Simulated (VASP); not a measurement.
Set up this calculation in VASP 6.6.1, as the native input.

- Task: single point
- Functional: PBEsol
- Potentials or basis: VASP PAW PBE potentials, release 64 (Al)
- Cutoff: 520 eV
- k mesh: 20 × 20 × 20
- Occupations: gaussian, width 0.15 eV
- Spin: no spin polarisation
- Dipole correction: no
- Further INCAR settings: ALGO = Normal; EDIFF = 1e-06; NBANDS = 8

The structure of Al lies in POSCAR:

```
Al
1.0
   -1.6389552507      1.6389552507      1.6150869704
    1.6389552507     -1.6389552507      1.6150869704
    1.6389552507      1.6389552507     -1.6150869704
Al
1
Direct
    0.0000000000      0.0000000000      0.0000000000
```

This cell differs from its parent crystal: strain +0.030 along x and y, +0.015 along z.

The input as run:

INCAR

```
SYSTEM = Al
ALGO = Normal
EDIFF = 1E-6
ENCUT = 520
GGA = PS
ISIF = 2
ISMEAR = 0
LASPH = .True.
LCHARG = .False.
LREAL = .False.
LWAVE = .False.
NBANDS = 8
NELM = 100
PREC = Accurate
SIGMA = 0.15
```

KPOINTS

```
k-points
0
Gamma
  20 20 20
  0 0 0
```

Potentials or basis: VASP PAW PBE potentials, release 64 (Al).

Run with:

```console
$ cat potpaw_PBE.64/Al/POTCAR > POTCAR
$ mpirun -np 1 vasp_std > vasp.out
```

It gave:

| Quantity | Value |
| --- | --- |
| Pressure | -3.0 GPa |
| Band gap on the k mesh | zero (an odd number of electrons rules out a gap without spin polarisation) |

Caveat: the cell differs from its parent crystal (strain +0.030 along x and y, +0.015 along z); the PAW data sets were made with another functional, which shifts forces and pressure a little.

It took 81 s on 1 thread of Intel Xeon 8259CL (shared host), peak memory 0.19 GiB.
